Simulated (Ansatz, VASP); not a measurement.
Two plane-wave programs on Ag

```xyz
1
Lattice="0.0000 2.0942 2.1453 2.0942 0.0000 2.1453 2.0942 2.0942 0.0000" Properties=species:S:1:pos:R:3 pbc="T T T"
Ag    0.0000    0.0000    0.0000
```

Change from the starting cell: strain +0.025 along x and y, +0.050 along z, atoms carried along.

Alike in both runs: task single point; functional PBE; k mesh 20 × 20 × 20; occupations gaussian, width 0.15 eV; no spin polarisation.

```csv
,VASP,Ansatz
version,VASP 6.6.1,Ansatz 0.2.0
potentials or method,"VASP PAW PBE potentials, release 64 (Ag), cutoff 520 eV","scalar-relativistic, plane waves, PAW"
valence electrons in the cell,11,19
```

|  | VASP | Ansatz | Ansatz less VASP |
| --- | --- | --- | --- |
| gap on the k mesh at the Fermi level (eV) | none | none | - |
| pressure (GPa) | -4.2 | -4.2 | +0.06 |
| traceless stress, the component that is largest in VASP (GPa) | -0.50 | -0.50 | -0.003 |

A gap of «none» marks a metal or a gap that the smearing closes. VASP's potentials hold 11 valence electrons a cell and Ansatz's 19, so a difference there can come from the potentials and not from the codes.
